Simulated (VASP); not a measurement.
# CdBr (P4/mmm) in VASP: relaxation of cell and atoms with PBE

Aim: the relaxation of cell and atoms of CdBr with PBE.

Everything below comes from runs of VASP 6.6.1. Logs are shortened: lines on timing, memory, paths and dates and some standing lists are left out, and cuts for length are marked.

### 1 The cell of the first run

Symmetry: P4/mmm, No. 123, tetragonal system. The conventional cell has a = 3.363 Å, b = 3.363 Å, c = 4.844 Å, α = 90.00°, β = 90.00°, γ = 90.00°. Within 4.4 Å of Cd (site symmetry 4/mmm) lie 4 Cd at 3.36 Å and 8 Br at 3.39 Å. Br (site symmetry 4/mmm) has 4 Br at 3.36 Å and 8 Cd at 3.39 Å within 4.4 Å.

### 2 Relaxation of cell and atoms, PBE

INCAR

```
SYSTEM = CdBr
ALGO     = Normal         ! electronic algorithm
EDIFF    = 1E-7           ! SCF threshold, eV
EDIFFG   = -0.01          ! ionic threshold
ENCUT    = 600            ! plane-wave cutoff, eV
GGA      = PE             ! functional
IBRION   = 2              ! ionic algorithm
ISIF     = 3              ! what is computed and relaxed
ISMEAR   = 0              ! smearing method
LASPH    = .True.         ! aspherical terms in the spheres
LCHARG   = .False.        ! write CHGCAR
LREAL    = .False.        ! projectors in reciprocal space
LWAVE    = .False.        ! write WAVECAR
NELM     = 100            ! most SCF steps
NSW      = 100            ! ionic steps
PREC     = Accurate       ! precision mode
SIGMA    = 0.1            ! smearing width, eV
```

KPOINTS

```
k-points
0
Gamma
  16 16 12
  0 0 0
```

POSCAR

```
CdBr
1.0
    3.3632311200      0.0000000000      0.0000000000
    0.0000000000      3.3632311200      0.0000000000
    0.0000000000      0.0000000000      4.8437139000
Cd Br
1 1
Direct
    0.0000000000      0.0000000000      0.0000000000
    0.5000000000      0.5000000000      0.5000000000
```

Potentials or basis: VASP PAW PBE potentials, release 64 (Cd, Br).

Launch:

```bash
cat potpaw_PBE.64/Cd/POTCAR potpaw_PBE.64/Br/POTCAR > POTCAR
mpirun -np 1 vasp_std > vasp.out
```

OUTCAR:

```text
SYSTEM = CdBr
   EDIFF = 1E-7
   EDIFFG = -0.01
   ENCUT = 600
   GGA = PE
   IBRION = 2
   ISIF = 3
   ISMEAR = 0
   LASPH = .True.
   LREAL = .False.
   NELM = 100
   NSW = 100
   PREC = Accurate

 ion  position               nearest neighbor table
   1  0.000  0.000  0.000-
   2  0.500  0.500  0.500-

  LATTYP: Found a simple tetragonal cell.
 ALAT       =     3.3632311200
 C/A-ratio  =     1.4401965631

  Lattice vectors:

 A1 = (   3.3632311200,   0.0000000000,   0.0000000000)
 A2 = (   0.0000000000,   3.3632311200,   0.0000000000)
 A3 = (   0.0000000000,   0.0000000000,   4.8437139000)

Analysis of symmetry for initial positions (statically):
=====================================================================
 Subroutine PRICEL returns:
 Original cell was already a primitive cell.

 Routine SETGRP: Setting up the symmetry group for a
 simple tetragonal supercell.

 Subroutine GETGRP returns: Found 16 space group operations
 (whereof 16 operations were pure point group operations)
 out of a pool of 16 trial point group operations.

The static configuration has the point symmetry D_4h.

Analysis of symmetry for dynamics (positions and initial velocities):
=====================================================================
 Subroutine PRICEL returns:
 Original cell was already a primitive cell.

 Routine SETGRP: Setting up the symmetry group for a
 simple tetragonal supercell.

 Subroutine GETGRP returns: Found 16 space group operations
 (whereof 16 operations were pure point group operations)
 out of a pool of 16 trial point group operations.

The dynamic configuration has the point symmetry D_4h.

 Subroutine INISYM returns: Found 16 space group operations
 (whereof 16 operations are pure point group operations),
 and found     1 'primitive' translations

----------------------------------------------------------------------------------------

                                     Primitive cell

  volume of cell :      54.7888

  direct lattice vectors                    reciprocal lattice vectors
     3.363231120  0.000000000  0.000000000     0.297333119  0.000000000  0.000000000
     0.000000000  3.363231120  0.000000000     0.000000000  0.297333119  0.000000000
     0.000000000  0.000000000  4.843713900     0.000000000  0.000000000  0.206453152

  length of vectors
     3.363231120  3.363231120  4.843713900     0.297333119  0.297333119  0.206453152

  position of ions in fractional coordinates (direct lattice)
     0.000000000  0.000000000  0.000000000
     0.500000000  0.500000000  0.500000000

  ion indices of the primitive-cell ions
   primitive index   ion index
                 1           1
                 2           2

----------------------------------------------------------------------------------------

 KPOINTS: k-points

Automatic generation of k-mesh.
 Grid dimensions read from file:
 generate k-points for:   16   16   12

 Generating k-lattice:

  Cartesian coordinates                     Fractional coordinates (reciprocal lattice)
     0.018583320  0.000000000  0.000000000     0.062500000  0.000000000  0.000000000
     0.000000000  0.018583320  0.000000000     0.000000000  0.062500000  0.000000000
     0.000000000  0.000000000  0.017204429     0.000000000  0.000000000  0.083333333

  Length of vectors
     0.018583320  0.018583320  0.017204429

  Shift w.r.t. Gamma in fractional coordinates (k-lattice)
     0.000000000  0.000000000  0.000000000

 Subroutine IBZKPT returns following result:
 ===========================================

 Found    315 irreducible k-points:

 Following reciprocal coordinates:
            Coordinates               Weight
  0.000000  0.000000  0.000000      1.000000
  0.062500  0.000000  0.000000      4.000000
  0.125000  0.000000  0.000000      4.000000
  0.187500  0.000000  0.000000      4.000000
  0.250000  0.000000  0.000000      4.000000
  0.312500  0.000000  0.000000      4.000000
[... 16 lines left out ...]
  0.437500  0.125000  0.000000      8.000000
  0.500000  0.125000  0.000000      4.000000
 [... further k-points ...]
   k-points           NKPTS =    315   k-points in BZ     NKDIM =    315   number of bands    NBANDS=     13
   number of dos      NEDOS =    301   number of ions     NIONS =      2
   total plane-waves  NPLWV =  31360
   dimension x,y,z NGX =    28 NGY =   28 NGZ =   40
   dimension x,y,z NGXF=    56 NGYF=   56 NGZF=   80
   ions per type =               1   1
   NGX,Y,Z   is equivalent  to a cutoff of  13.84, 13.84, 13.73 a.u.
   NGXF,Y,Z  is equivalent  to a cutoff of  27.68, 27.68, 27.46 a.u.
 SYSTEM =  CdBr
   PREC   = accura    normal or accurate (medium, high low for compatibility)
   ISTART =      0    job   : 0-new  1-cont  2-samecut
   ICHARG =      2    charge: 1-file 2-atom 10-const
   ISPIN  =      1    spin polarized calculation?
   LNONCOLLINEAR =      F non collinear calculations
   LSORBIT =      F    spin-orbit coupling
   LASPH  =      T    aspherical Exc in radial PAW
   ENCUT  =  600.0 eV  44.10 Ry    6.64 a.u.   6.72  6.72  9.67*2*pi/ulx,y,z
   NELM   =    100;   NELMIN=  2; NELMDL= -5     # of ELM steps
   EDIFF  = 0.1E-06   stopping-criterion for ELM
   LREAL  =      F    real-space projection
   EDIFFG = -.1E-01   stopping-criterion for IOM
   NSW    =    100    number of steps for IOM
   IBRION =      2    ionic relax: 0-MD 1-quasi-New 2-CG
   NFREE  =      1    steps in history (QN), initial steepest desc. (CG)
   ISIF   =      3    stress and relaxation
   ISYM   =      2    0-nonsym 1-usesym 2-fastsym
   POTIM  = 0.5000    time-step for ionic-motion
   TEBEG  =    0.0;   TEEND  =   0.0 temperature during run
   PSTRESS=    0.0 pullay stress
   NELECT =      19.0000    total number of electrons
   NUPDOWN=      -1.0000    fix difference up-down
   EMIN   =  10.00;   EMAX   =-10.00  energy-range for DOS
   EFERMI =   0.00;   METHOD = LEGACY
   ISMEAR =     0;   SIGMA  =   0.10  broadening in eV -4-tet -1-fermi 0-gaus
   EFERMI_NEDOS =   21; number of points for ismear=-14 and -15
   IALGO  =     38    algorithm
   IMIX   =      4    mixing-type and parameters
     AMIX     =   0.40;   BMIX     =  1.00
     AMIX_MAG =   1.60;   BMIX_MAG =  1.00
  volume/ion in A,a.u.               =      27.39       184.87
  Fermi-wavevector in a.u.,A,eV,Ry     =   1.150170  2.173506 17.999027  1.322891
  Thomas-Fermi vector in A             =   2.286836
   LORBIT       =      0    0 simple, 1 ext, 2 COOP (PROOUT), +10 PAW based schemes
   GGA     = PE    functional components
   LHFCALC =     F    Hartree Fock is set to
   AEXX    =    0.0000 exact exchange contribution
   IVDW    =     0    specifies the selected vdW correction
   LEPSILON=     F    determine dielectric tensor
   LRPA    =     F    only Hartree local field effects (RPA)
 conjugate gradient relaxation of ions
 non-spin polarized calculation
 Gauss-broadening in eV      SIGMA  =   0.10
  energy-cutoff  :      600.00
  volume of cell :       54.79
 maximum number of plane-waves:      1884
 NGX is ok and might be reduce to    28
   NGX = 13   NGY = 13   NGZ = 19

--------------------------------------- Ionic step        1  -------------------------------------------

 number of electron      18.9999996 magnetization

 Free energy of the ion-electron system (eV)
  ---------------------------------------------------
  ext. energy  EPLUGINS =         0.00000000
  ---------------------------------------------------
  free energy    TOTEN  =        -2.43129181 eV

  energy without entropy =       -2.42305717  energy(sigma->0) =       -2.42717449

------------------------ aborting loop because EDIFF is reached ----------------------------------------

  FORCE on cell =-STRESS in cart. coord.  units (eV):
  Direction    XX          YY          ZZ          XY          YZ          ZX
  --------------------------------------------------------------------------------------
  -------------------------------------------------------------------------------------
  Total        1.1614215      1.1614215     -2.2380390      0.0000000     -0.0000000      0.0000000
  in kB       33.9631954     33.9631954    -65.4464833      0.0000000     -0.0000000      0.0000000
  external PRESSURE =       0.8266359 kB  Pullay stress =       0.0000000 kB
[... 89 lines left out ...]
  FREE ENERGIE OF THE ION-ELECTRON SYSTEM (eV)
  ---------------------------------------------------
  free  energy   TOTEN  =        -2.7127469436 eV

  energy  without entropy=       -2.7036418622  energy(sigma->0) =       -2.70819440

[... ionic steps 4 to 8 ...]

--------------------------------------- Ionic step        9  -------------------------------------------

 number of electron      18.9999990 magnetization

------------------------ aborting loop because EDIFF is reached ----------------------------------------
[... 67 lines left out ...]
--------------------------------------- Ionic step       11  -------------------------------------------

 number of electron      18.9999990 magnetization

 Free energy of the ion-electron system (eV)
  ---------------------------------------------------
  ext. energy  EPLUGINS =         0.00000000
  ---------------------------------------------------
  free energy    TOTEN  =        -2.80368716 eV

  energy without entropy =       -2.79648630  energy(sigma->0) =       -2.80008673

 E-fermi :   2.2772     XC(G=0):  -9.5089

 val. band max:        2.2763634114   @ k =   0.1875   0.0000   0.2500
 cond. band min:       2.2776517180   @ k =   0.2500   0.1875   0.0000
 fundamental gap:      0.0012883066
 Fermi energy:         2.2771703381

 k-point     1 :       0.0000    0.0000    0.0000
  band No.  band energies     occupation
      1     -13.4597      2.00000
      2      -6.2057      2.00000
      3      -6.2036      2.00000
      4      -5.9379      2.00000
      5      -5.9379      2.00000
      6      -5.9378      2.00000
      7      -0.6243      2.00000
      8      -0.6044      2.00000
      9      -0.6044      2.00000
     10      -0.5913      2.00000
     11       8.1377      0.00000
     12       8.1489      0.00000
     13      10.6410      0.00000
[... 354 lines left out ...]
  band No.  band energies     occupation
      1     -13.1291      2.00000
      2      -6.1609      2.00000
      3      -6.0649      2.00000
      4      -6.0624      2.00000
      5      -6.0511      2.00000
      6      -5.9400      2.00000
      7      -3.5115      2.00000
      8      -0.5382      2.00000
      9       0.0060      2.00000
     10       3.3208      0.00000
     11       4.4502      0.00000
     12       7.9996      0.00000
     13       8.5307      0.00000

 [... further k-points ...]

------------------------ aborting loop because EDIFF is reached ----------------------------------------

  FORCE on cell =-STRESS in cart. coord.  units (eV):
  Direction    XX          YY          ZZ          XY          YZ          ZX
  --------------------------------------------------------------------------------------
  -------------------------------------------------------------------------------------
  Total        0.0036811      0.0036811     -0.0003705      0.0000000     -0.0000000      0.0000000
  in kB        0.1100594      0.1100594     -0.0110786      0.0000000     -0.0000000      0.0000000
  external PRESSURE =       0.0696801 kB  Pullay stress =       0.0000000 kB
[... 17 lines left out ...]
  FREE ENERGIE OF THE ION-ELECTRON SYSTEM (eV)
  ---------------------------------------------------
  free  energy   TOTEN  =        -2.8036871582 eV

  energy  without entropy=       -2.7964862967  energy(sigma->0) =       -2.80008673

 reached required accuracy - stopping structural energy minimisation
```

Run time: 26 min. Hardware: 1 thread of Intel Xeon Platinum 8375C at 2.90GHz (Ice Lake), shared host; peak memory 0.46 GiB.

What came out:

| Property | Result |
| --- | --- |
| Free energy | -2.8037 eV |
| Relaxed volume | 26.79 Å³/atom |
| Relaxed cell | a = 3.772 Å, b = 3.772 Å, c = 3.766 Å, α = 90.00°, β = 90.00°, γ = 90.00° |
| Space group after relaxing (to 0.05 Å) | Pm-3m (No. 221) |
| Energy gained by relaxing | 186.2 meV/atom |
| Ionic steps | 11 |
| Pressure after relaxing | 0.0 GPa |

The path:
| step | energy change (eV) | largest force (eV/Å) | pressure (GPa) | volume (Å³) |
| --- | --- | --- | --- | --- |
| 1 | 0.0000 | 0.0000 | 0.08 | 54.79 |
| 2 | -0.1571 | 0.0000 | -0.13 | 54.78 |
| 3 | -0.2815 | 0.0000 | -0.11 | 54.37 |
| 4 | -0.3513 | 0.0000 | 0.90 | 52.16 |
| 5 | -0.3697 | 0.0000 | 0.21 | 53.21 |
| 6 | -0.3717 | 0.0000 | 0.35 | 52.95 |
| 7 | -0.3713 | 0.0000 | 0.41 | 52.87 |
| 8 | -0.3721 | 0.0000 | -0.07 | 53.72 |
| 9 | -0.3722 | 0.0000 | 0.01 | 53.57 |
| 10 | -0.3723 | 0.0000 | 0.02 | 53.58 |
| 11 | -0.3724 | 0.0000 | 0.01 | 53.59 |

Final structure:
```
Cd Br
1.0
     3.77198    0.00000    0.00000
     0.00000    3.77198    0.00000
     0.00000    0.00000    3.76640
Cd Br
1 1
Direct
  0.00000 0.00000 0.00000
  0.50000 0.50000 0.50000
```

Levels at points of the mesh, in eV from the Fermi level:
```tsv
k point	band 7	band 8	band 9	band 10	band 11	band 12	band 13
(0.00, 0.00, 0.00)	-2.90	-2.88	-2.88	-2.87	5.86	5.87	8.36
(0.50, 0.00, 0.00)	-5.90	-2.29	-2.28	1.46	1.60	6.01	6.04
(0.50, 0.50, 0.00)	-4.78	-4.78	-2.22	-1.48	5.21	5.21	6.89
(0.00, 0.00, 0.50)	-5.89	-2.29	-2.29	1.46	1.59	6.02	6.02
(0.50, 0.00, 0.50)	-4.78	-4.78	-2.23	-1.47	5.19	5.20	6.89
(0.50, 0.50, 0.50)	-3.58	-3.57	-3.57	0.87	1.67	1.67	1.67
```

Caveat: an odd number of electrons without spin polarisation forces a metal; a magnetic or distorted state may lie lower.
